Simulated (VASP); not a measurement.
A run of VASP 6.6.1:

The input INCAR:

```
SYSTEM = MgB2
  PREC = Accurate
  ENCUT = 520
  EDIFF = 1E-6
  ISMEAR = 0
  SIGMA = 0.028999999999999998
  LREAL = .False.
  LASPH = .True.
  NELM = 100
  ALGO = Normal
  ISIF = 2
  LWAVE = .False.
  LCHARG = .True.
  GGA = PE
  LELF = .True.
  LVHAR = .True.
  NBANDS = 11
```

Contents of KPOINTS:

```
Automatic mesh
0
Gamma
  10 10 8
  0 0 0
```

The input POSCAR:

```
MgB2
1.0
    3.0850000000      0.0000000000      0.0000000000
   -1.5425000000      2.6716883707      0.0000000000
    0.0000000000      0.0000000000      3.5230000000
Mg B
1 2
Direct
    0.0000000000      0.0000000000      0.0000000000
    0.6666666667      0.3333333333      0.5000000000
    0.3333333333      0.6666666667      0.5000000000
```

Potentials or basis: VASP PAW PBE potentials, release 64 (Mg, B).

The run is started by

```sh
$ cat potpaw_PBE.64/Mg/POTCAR potpaw_PBE.64/B/POTCAR > POTCAR
$ mpirun -np 1 vasp_std > vasp.out
```

Hardware: 1 thread of AMD EPYC 7R13 Processor (Zen 3), on a shared host.

Q: Estimate the wall time of this run.

A: Wall time 16 s on 1 thread of AMD EPYC 7R13 Processor (Zen 3), with other jobs on the host, peak memory 0.13 GiB. Counts: scf iterations 13, k points 70.
